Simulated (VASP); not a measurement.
Write the native input for VASP 6.6.1 that does the following.

```
Task                   : single point
Functional             : r2SCAN
Potentials or basis    : VASP PAW PBE potentials, release 64 (C_h)
Cutoff                 : 910 eV
k mesh                 : 8 × 8 × 8
Occupations            : gaussian, width 0.02 eV
Spin                   : no spin polarisation
Dipole correction      : no
Second run             : hard_potentials
Further INCAR settings : ALGO = Normal; EDIFF = 1e-06; NBANDS = 26
```

The system is C.

```xyz
8
Lattice="-2.4291 2.4291 2.4291 2.4291 -2.4291 2.4291 2.4291 2.4291 -2.4291" Properties=species:S:1:pos:R:3 pbc="T T T"
C    -0.7906    0.7906    0.7906
C     1.6385    1.6385    1.6385
C     0.7906   -0.7906    0.7906
C     0.7906    0.7906   -0.7906
C     1.6385   -1.6385    1.6385
C     0.7906    0.7906    0.7906
C    -1.6385    1.6385    1.6385
C     1.6385    1.6385   -1.6385
```

The input as run:

POSCAR

```
C
1.0
   -2.4291088834      2.4291088834      2.4291088834
    2.4291088834     -2.4291088834      2.4291088834
    2.4291088834      2.4291088834     -2.4291088834
C
8
Direct
    0.3254551632      0.0000000000      0.0000000000
    0.6745448368      0.6745448368      0.6745448368
    0.0000000000      0.3254551632      0.0000000000
    0.0000000000      0.0000000000      0.3254551632
    0.0000000000      0.6745448368      0.0000000000
    0.3254551632      0.3254551632      0.3254551632
    0.6745448368      0.0000000000      0.0000000000
    0.0000000000      0.0000000000      0.6745448368
```

INCAR.step1

```
SYSTEM = C
  PREC = Accurate
  ENCUT = 910
  ISMEAR = 0
  SIGMA = 0.02
  LREAL = .FALSE.
  LASPH = .TRUE.
  NELM = 120
  NBANDS = 26
  GGA = PE
  ALGO = Normal
  EDIFF = 1E-5
  LWAVE = .TRUE.
  LCHARG = .FALSE.
  GGA_COMPAT = .FALSE.
```

INCAR.step2

```
SYSTEM = C
  PREC = Accurate
  ENCUT = 910
  EDIFF = 1E-6
  ISMEAR = 0
  SIGMA = 0.02
  LREAL = .FALSE.
  LASPH = .TRUE.
  NELM = 120
  ALGO = Normal
  ISIF = 2
  LWAVE = .FALSE.
  LCHARG = .FALSE.
  METAGGA = R2SCAN
  LMIXTAU = .TRUE.
  NBANDS = 26
  ISTART = 1
  GGA_COMPAT = .FALSE.
```

KPOINTS

```
Automatic mesh
0
G
  8 8 8
  0 0 0
```

Potentials or basis: VASP PAW PBE potentials, release 64 (C_h).

Launch:

```bash
$ cat potpaw_PBE.64/C_h/POTCAR > POTCAR
$ cp INCAR.step1 INCAR
$ mpirun -np 1 vasp_std > vasp.out
$ cp INCAR.step2 INCAR
$ mpirun -np 1 vasp_std > vasp.out
```

It gave:

| Item | Value |
| --- | --- |
| Pressure | -0.5 GPa |
| Largest force | 0.040 eV/Å |
| Band gap on the k mesh | 3.19 eV, indirect (least direct gap 4.14 eV) |

Caveat: the cutoff is under 1.25 times the usual one of these potentials, so pressure, stress and relaxed cells hold a basis-set (Pulay) error; the PAW data sets were made with another functional, which shifts forces and pressure a little.

Wall time 3.9 min on 1 thread of Intel(R) Xeon(R) 6975P-C (Granite Rapids), with other jobs on the host, peak memory 0.3 GiB.
